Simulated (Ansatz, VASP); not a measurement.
**BaTiO3 in VASP and in Ansatz**

```
Ba Ti O
1.0
     4.01925    0.00000    0.00000
     0.00000    4.01925    0.00000
     0.00000    0.00000    4.26041
Ba Ti O
1 1 3
Direct
  0.50000 0.50000 0.50000
  0.00000 0.00000 0.00000
  0.50000 0.00000 0.00000
  0.00000 0.50000 0.00000
  0.00000 0.00000 0.50000
```

Change from the starting cell: strain +0.0600 x Voigt [0, 0, 1, 0, 0, 0], atoms carried along.

Alike in both runs: task single point; functional PBE; k mesh 8 × 8 × 8; occupations gaussian, width 0.05 eV; no spin polarisation.

```csv
,VASP,Ansatz
version,VASP 6.6.1,Ansatz 0.2.0
potentials or method,"VASP PAW PBE potentials, release 64 (Ba_sv, Ti_sv, O), cutoff 520 eV","scalar-relativistic, plane waves, PAW"
valence electrons in the cell,40,40
```

Ansatz gave:

* gap on the k mesh at the Fermi level (eV): 1.56
* least direct gap on the mesh (eV): 1.78
* pressure (GPa): -7.7
* traceless stress, the component that is largest in VASP (GPa): -4.75

**Question.** What did VASP give for the same quantities?

**Answer.** gap on the k mesh at the Fermi level (eV): 1.51; least direct gap on the mesh (eV): 1.76; pressure (GPa): -6.3; traceless stress, the component that is largest in VASP (GPa): -4.98.

Neither program's run includes spin-orbit coupling.
